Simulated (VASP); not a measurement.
Pt3Se2, 5 atoms in the cell. It takes space group P4/mmm (No. 123, tetragonal). Conventional cell: a = 4.902 Å, b = 4.902 Å, c = 4.744 Å, α = 90.00°, β = 90.00°, γ = 90.00°. Within 3.2 Å of Pt (site symmetry 4/mmm) lie 4 Se at 2.45 Å. Within 3.1 Å of Pt (site symmetry mmm) lie 2 Se at 2.37 Å. Se (site symmetry mmm) has 4 Pt at 2.37 to 2.45 Å within 3.1 Å. 

| Quantity | Value |
| --- | --- |
| Program | VASP 6.6.1 |
| Task | relaxation of cell and atoms |
| Functional | PBE |
| Potentials or basis | VASP PAW PBE potentials, release 64 (Pt, Se) |
| Cutoff | 600 eV |
| k mesh | 8 × 8 × 8 |
| Occupations | gaussian, width 0.1 eV |
| Spin | no spin polarisation |
| Dipole correction | no |
| Further INCAR settings | ALGO = Normal; EDIFF = 1e-06; IBRION = 2; EDIFFG = -0.01; NSW = 100; ISIF = 3 |

Potentials or basis: VASP PAW PBE potentials, release 64 (Pt, Se).

Command:

```console
$ cat potpaw_PBE.64/Pt/POTCAR potpaw_PBE.64/Se/POTCAR > POTCAR
$ mpirun -np 1 vasp_std > vasp.out
```

Hardware: 1 thread of AMD EPYC 9R45 (Zen 5) (shared host).

Question: How long does it take, and how much memory?

Answer: Run time: 8.8 min on 1 thread of AMD EPYC 9R45 (Zen 5) (shared host), peak memory 0.37 GiB. Counts: scf iterations 41, k points 75, ion steps 5.
